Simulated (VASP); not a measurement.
A run of VASP 6.6.1 is set up as follows.

File INCAR:

```
SYSTEM = SrO
  PREC = Accurate
  ENCUT = 520
  EDIFF = 1E-6
  ISMEAR = 0
  SIGMA = 0.05
  LREAL = .FALSE.
  LASPH = .TRUE.
  NELM = 60
  ALGO = Normal
  ISIF = 2
  LWAVE = .FALSE.
  LCHARG = .TRUE.
  GGA = PE
  LELF = .TRUE.
  LVHAR = .TRUE.
  NBANDS = 15
```

KPOINTS

```
regular mesh
0
G
  8 8 8
  0 0 0
```

POSCAR

```
SrO
1.0
    0.0000000000      2.4927060000      2.4927060000
    2.4927060000      0.0000000000      2.4927060000
    2.4927060000      2.4927060000      0.0000000000
Sr O
1 1
Direct
    0.0000000000      0.0000000000      0.0000000000
    0.5000000000      0.5000000000      0.5000000000
```

Potentials or basis: VASP PAW PBE potentials, release 64 (Sr_sv, O).

Run with:

```console
$ cat potpaw_PBE.64/Sr_sv/POTCAR potpaw_PBE.64/O/POTCAR > POTCAR
$ mpirun -np 1 vasp_std > vasp.out
```

**Question.** What does it give for the pressure?

**Answer.** 14.7 GPa.

**Question.** Estimate the band gap on the k mesh.

**Answer.** 3.19 eV, indirect (least direct gap 3.20 eV).

Caveat: the cell differs from its parent crystal (strain -0.030 along x and y, -0.030 along z). A k mesh can miss the band edges.
